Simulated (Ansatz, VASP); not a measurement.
## NaCl in VASP and in Ansatz

The input INCAR:

```
SYSTEM = NaCl
ALGO = Normal ; EDIFF = 1E-6
ENCUT = 520 ; GGA = CA
ISIF = 2 ; ISMEAR = 0
LASPH = .TRUE. ; LCHARG = .TRUE.
LELF = .TRUE. ; LREAL = .FALSE.
LVHAR = .TRUE. ; LWAVE = .FALSE.
NBANDS = 14 ; NELM = 80
PREC = Accurate ; SIGMA = 0.01
```

Contents of KPOINTS:

```
k-points
0
G
  8 8 8
  0 0 0
```

POSCAR

```
NaCl
1.0
    0.0000000000      2.7321936073      2.7321936073
    2.7321936073      0.0000000000      2.7321936073
    2.7321936073      2.7321936073      0.0000000000
Na Cl
1 1
Direct
    0.0018300314      0.0018300314      0.0018300314
    0.5000000000      0.5000000000      0.5000000000
```

Input for Ansatz:

```yaml
crystal:
  lattice:
    - [0.0, 2.73219360726, 2.73219360726]
    - [2.73219360726, 0.0, 2.73219360726]
    - [2.73219360726, 2.73219360726, 0.0]
  atoms:
    - { symbol: Na, position: [0.001830031366, 0.001830031366, 0.001830031366] }
    - { symbol: Cl, position: [0.5, 0.5, 0.5] }
kpoints:
  mp_grid: { grid: [8, 8, 8] }
scf:
  occupations: { method: fixed }
  convergence: { dr2_threshold: 1.0e-10 }
hamiltonian:
  xc: lda
  pseudopotentials: { kind: all_electron, lapw: { basis_error: 0.0005 } }
output:
  forces: true
  stress: true
  eigenstates:
    kpoints:
      - [0.0, 0.0, 0.0]
      - [-0.5, 0.0, -0.5]
      - [0.0, -0.5, -0.5]
      - [-0.5, -0.5, 0.0]
      - [-0.5, 0.0, 0.0]
      - [0.0, -0.5, 0.0]
      - [0.0, 0.0, -0.5]
      - [-0.5, -0.5, -0.5]
  eigenvalues: true
```

Change from the starting cell: atom 1 moved by [0.01, 0.01, 0.01] A.

Alike in both runs: task single point; functional LDA; k mesh 8 × 8 × 8; no spin polarisation.

|  | VASP | Ansatz |
| --- | --- | --- |
| version | VASP 6.6.1 | Ansatz 0.2.0 |
| potentials or method | VASP PAW LDA potentials, release 64 (Na_pv, Cl), cutoff 520 eV | all-electron LAPW, scalar-relativistic |
| occupations | gaussian, width 0.01 eV | fixed |

|  | VASP | Ansatz | Ansatz less VASP |
| --- | --- | --- | --- |
| gap on the k mesh at the Fermi level (eV) | 5.08 | 5.08 | -0.005 |
| pressure (GPa) | 0.0 | 0.0 | -0.03 |
| rms of the force components (eV/Å) | 0.018 | 0.018 | -0.0001 |

LDA's correlation is that of Perdew and Zunger in VASP and of Perdew and Wang (1992) in Ansatz. Atom by atom the forces differ by 0.000 eV/Å (rms over components). Ansatz ran all-electron here, and VASP with PAW potentials.
